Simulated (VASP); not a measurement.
# Zn (P-3m1) in VASP: single point with PBEsol

Aim: the single point of Zn with PBEsol.

Program: VASP 6.6.1. These are calculated values, not measurements. Logs are shortened: lines on timing, memory, paths and dates and some standing lists are left out, and cuts for length are marked.

**1. The cell of the first run**

Symmetry: P-3m1, No. 164, trigonal system. Conventional cell: a = 4.337 Å, b = 4.337 Å, c = 7.221 Å, α = 90.00°, β = 90.00°, γ = 120.00°. Zn (site symmetry 3m) has 3 Zn at 3.04 Å within 4.0 Å.

**2. Single point, PBEsol**

Contents of INCAR:

```
PREC = Accurate ; ENCUT = 520
EDIFF = 1E-6 ; ISMEAR = -1
SIGMA = 0.1 ; LREAL = False
LASPH = True ; NELM = 100
ALGO = Normal ; ISIF = 2
LWAVE = False ; LCHARG = False
GGA = PS ; NBANDS = 19
```

Contents of KPOINTS:

```
Automatic mesh
0
Gamma
  6 6 4
```

Contents of POSCAR:

```
Zn
1.0
    4.3368030800      0.0000000000      0.0000000000
   -2.1684015400      3.7557816400      0.0000000000
    0.0000000000      0.0000000000      7.2209965700
Zn
2
Direct
    0.3333333333      0.6666666667      0.6194560100
    0.6666666667      0.3333333333      0.3805439900
```

Potentials or basis: VASP PAW PBE potentials, release 64 (Zn).

Run with:

```console
$ cat potpaw_PBE.64/Zn/POTCAR > POTCAR
$ mpirun -np 1 vasp_std > vasp.out
```

OUTCAR:

```text
PREC = Accurate
   ENCUT = 520
   EDIFF = 1E-6
   ISMEAR = -1
   LREAL = False
   LASPH = True
   NELM = 100
   ISIF = 2
   GGA = PS

 ion  position               nearest neighbor table
   1  0.333  0.667  0.619-   2 3.04   2 3.04   2 3.04
   2  0.667  0.333  0.381-   1 3.04   1 3.04   1 3.04

  LATTYP: Found a hexagonal cell.
 ALAT       =     4.3368030800
 C/A-ratio  =     1.6650505999

  Lattice vectors:

 A1 = (   4.3368030800,   0.0000000000,   0.0000000000)
 A2 = (  -2.1684015400,   3.7557816400,   0.0000000000)
 A3 = (   0.0000000000,   0.0000000000,   7.2209965700)

Analysis of symmetry for initial positions (statically):
=====================================================================
 Subroutine PRICEL returns:
 Original cell was already a primitive cell.

 Routine SETGRP: Setting up the symmetry group for a
 hexagonal supercell.

 Subroutine GETGRP returns: Found 12 space group operations
 (whereof 12 operations were pure point group operations)
 out of a pool of 24 trial point group operations.

The static configuration has the point symmetry D_3d.

Analysis of symmetry for dynamics (positions and initial velocities):
=====================================================================
 Subroutine PRICEL returns:
 Original cell was already a primitive cell.

 Routine SETGRP: Setting up the symmetry group for a
 hexagonal supercell.

 Subroutine GETGRP returns: Found 12 space group operations
 (whereof 12 operations were pure point group operations)
 out of a pool of 24 trial point group operations.

The dynamic configuration has the point symmetry D_3d.

 Subroutine INISYM returns: Found 12 space group operations
 (whereof 12 operations are pure point group operations),
 and found     1 'primitive' translations

----------------------------------------------------------------------------------------

                                     Primitive cell

  volume of cell :     117.6162

  direct lattice vectors                    reciprocal lattice vectors
     4.336803080  0.000000000  0.000000000     0.230584599  0.133128080  0.000000000
[... 75 lines left out ...]
 SYSTEM =  unknown system
   PREC   = accura    normal or accurate (medium, high low for compatibility)
   ISTART =      0    job   : 0-new  1-cont  2-samecut
   ICHARG =      2    charge: 1-file 2-atom 10-const
   ISPIN  =      1    spin polarized calculation?
   LNONCOLLINEAR =      F non collinear calculations
   LSORBIT =      F    spin-orbit coupling
   LASPH  =      T    aspherical Exc in radial PAW
   ENCUT  =  520.0 eV  38.22 Ry    6.18 a.u.   8.06  8.06 13.43*2*pi/ulx,y,z
   NELM   =    100;   NELMIN=  2; NELMDL= -5     # of ELM steps
   EDIFF  = 0.1E-05   stopping-criterion for ELM
   LREAL  =      F    real-space projection
   EDIFFG = 0.1E-04   stopping-criterion for IOM
   NSW    =      0    number of steps for IOM
   IBRION =     -1    ionic relax: 0-MD 1-quasi-New 2-CG
   NFREE  =      0    steps in history (QN), initial steepest desc. (CG)
   ISIF   =      2    stress and relaxation
   ISYM   =      2    0-nonsym 1-usesym 2-fastsym
   POTIM  = 0.5000    time-step for ionic-motion
   TEBEG  =    0.0;   TEEND  =   0.0 temperature during run
   PSTRESS=    0.0 pullay stress
   NELECT =      24.0000    total number of electrons
   NUPDOWN=      -1.0000    fix difference up-down
   EMIN   =  10.00;   EMAX   =-10.00  energy-range for DOS
   EFERMI =   0.00;   METHOD = LEGACY
   ISMEAR =    -1;   SIGMA  =   0.10  broadening in eV -4-tet -1-fermi 0-gaus
   EFERMI_NEDOS =   21; number of points for ismear=-14 and -15
   IALGO  =     38    algorithm
   IMIX   =      4    mixing-type and parameters
     AMIX     =   0.40;   BMIX     =  1.00
     AMIX_MAG =   1.60;   BMIX_MAG =  1.00
  volume/ion in A,a.u.               =      58.81       396.86
  Fermi-wavevector in a.u.,A,eV,Ry     =   0.963806  1.821329 12.638745  0.928922
  Thomas-Fermi vector in A             =   2.093383
   LORBIT       =      0    0 simple, 1 ext, 2 COOP (PROOUT), +10 PAW based schemes
   GGA     = PS    functional components
   LHFCALC =     F    Hartree Fock is set to
   AEXX    =    0.0000 exact exchange contribution
   IVDW    =     0    specifies the selected vdW correction
   LEPSILON=     F    determine dielectric tensor
   LRPA    =     F    only Hartree local field effects (RPA)
 non-spin polarized calculation
  energy-cutoff  :      520.00
  volume of cell :      117.62
 maximum number of plane-waves:      3186
   NGX = 17   NGY = 17   NGZ = 27

 number of electron      24.0000006 magnetization

 Free energy of the ion-electron system (eV)
  ---------------------------------------------------
  ext. energy  EPLUGINS =         0.00000000
  ---------------------------------------------------
  free energy    TOTEN  =        -0.74898326 eV

  energy without entropy =       -0.74862578  energy(sigma->0) =       -0.74880452

 E-fermi :  -2.2352     XC(G=0):  -5.5434

 val. band max:       -2.9325211859   @ k =   0.1667   0.1667   0.0000
 cond. band min:      -1.6119806926   @ k =   0.3333   0.3333   0.0000
 fundamental gap:      1.3205404933
 Fermi energy:        -2.2352154345

 k-point     1 :       0.0000    0.0000    0.0000
  band No.  band energies     occupation
      1      -8.8366      2.00000
      2      -8.8366      2.00000
      3      -8.7701      2.00000
      4      -8.7541      2.00000
      5      -8.7541      2.00000
      6      -8.5939      2.00000
[... 505 lines left out ...]
      6      -8.7123      2.00000
[... 11 lines left out ...]
     18       4.8099      0.00000
     19       6.0873      0.00000

------------------------ aborting loop because EDIFF is reached ----------------------------------------

  FORCE on cell =-STRESS in cart. coord.  units (eV):
  Direction    XX          YY          ZZ          XY          YZ          ZX
  --------------------------------------------------------------------------------------
  -------------------------------------------------------------------------------------
  Total       -1.2879576     -1.2879576     -0.7178659      0.0000000      0.0000000      0.0000000
  in kB      -17.5446600    -17.5446600     -9.7788257      0.0000000      0.0000000      0.0000000
  external PRESSURE =     -14.9560486 kB  Pullay stress =       0.0000000 kB

 VOLUME and BASIS-vectors are now :
 -----------------------------------------------------------------------------
  energy-cutoff  :      520.00
  volume of cell :      117.62
      direct lattice vectors                 reciprocal lattice vectors
     4.336803080  0.000000000  0.000000000     0.230584599  0.133128080  0.000000000
    -2.168401540  3.755781640  0.000000000     0.000000000  0.266256161  0.000000000
     0.000000000  0.000000000  7.220996570     0.000000000  0.000000000  0.138485040

 POSITION                                       TOTAL-FORCE (eV/Angst)
 -----------------------------------------------------------------------------------
     -0.00000      2.50385      4.47309        -0.000000      0.000000     -0.381345
      2.16840      1.25193      2.74791         0.000000      0.000000      0.381345
 -----------------------------------------------------------------------------------
    total drift:                                0.000000      0.000000      0.000000

  FREE ENERGIE OF THE ION-ELECTRON SYSTEM (eV)
  ---------------------------------------------------
  free  energy   TOTEN  =        -0.7489832646 eV

  energy  without entropy=       -0.7486257765  energy(sigma->0) =       -0.74880452
```

OSZICAR:

```text
N       E                     dE             d eps       ncg     rms          rms(c)
DAV:   1     0.106480446599E+03    0.10648E+03   -0.10726E+04   912   0.122E+03
DAV:   2     0.501607985948E+01   -0.10146E+03   -0.99599E+02   932   0.252E+02
DAV:   3    -0.726131264247E+00   -0.57422E+01   -0.57330E+01  1055   0.677E+01
DAV:   4    -0.773334868714E+00   -0.47204E-01   -0.47198E-01   981   0.711E+00
DAV:   5    -0.773536795478E+00   -0.20193E-03   -0.20193E-03   978   0.362E-01    0.759E-01
DAV:   6    -0.749739075585E+00    0.23798E-01   -0.12181E-01  1005   0.434E+00    0.558E-01
DAV:   7    -0.749005347357E+00    0.73373E-03   -0.46392E-03   939   0.589E-01    0.297E-01
DAV:   8    -0.748924271005E+00    0.81076E-04   -0.16967E-03   975   0.228E-01    0.453E-02
DAV:   9    -0.748970510567E+00   -0.46240E-04   -0.15439E-04   939   0.672E-02    0.166E-02
DAV:  10    -0.748975465758E+00   -0.49552E-05   -0.10287E-05   921   0.173E-02    0.891E-03
DAV:  11    -0.748983351094E+00   -0.78853E-05   -0.94182E-06   738   0.118E-02    0.305E-03
DAV:  12    -0.748983264565E+00    0.86529E-07   -0.44833E-07   773   0.529E-03
   1 F= -.74898326E+00 E0= -.74880452E+00  d E =-.357488E-03
```

Run time: 13 s. Hardware: 1 thread of Intel Xeon 6975P-C (Granite Rapids), shared host; peak memory 0.23 GiB.

What came out:

```
Free energy            : -0.7490 eV
Pressure               : -1.5 GPa
Largest force          : 0.381 eV/Å
Band gap on the k mesh : 1.32 eV, indirect (least direct gap 1.83 eV)
```

Forces in eV/Å, atoms in the order of the input:
```
Zn   0.000  0.000 -0.381
Zn   0.000  0.000  0.381
```

Caveat: the PAW data sets were made with another functional, which shifts forces and pressure a little.
